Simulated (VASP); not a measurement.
BN:

```
N B
1.0
     0.00000    3.42396    2.12187
     1.22608    0.00000    2.12187
     1.22608    3.42396    0.00000
N B
1 1
Cartesian
  1.2261 3.4240 2.8291
  1.2261 3.4240 0.0002
```

Base run:

```yaml
Program: VASP 6.6.1
Functional: PBEsol
Potentials_or_basis: VASP PAW PBE potentials, release 64 (N, B)
Cutoff: 520 eV
k_mesh: 13 × 13 × 13
Occupations: fermi-dirac, width 0.05 eV
Spin: no spin polarisation
```

Its results: band gap on the k mesh 3.82 eV (least direct gap 4.73 eV); pressure 16.9 GPa; largest force 0.013 eV/Å.

Task: The run is repeated on the same cell with these changes: functional from PBEsol to r2SCAN. What comes out?

Result: Band gap on the k mesh 4.46 eV (least direct gap 5.51 eV); pressure 16.2 GPa; largest force 0.011 eV/Å.

Caveats: the PAW data sets were made with another functional, which shifts forces and pressure a little; the stress differs along the axes, from 0 to 25 GPa (at least some runs); the stress differs along the axes, from 0 to 24 GPa (at least some runs).

A k mesh can miss the band edges.
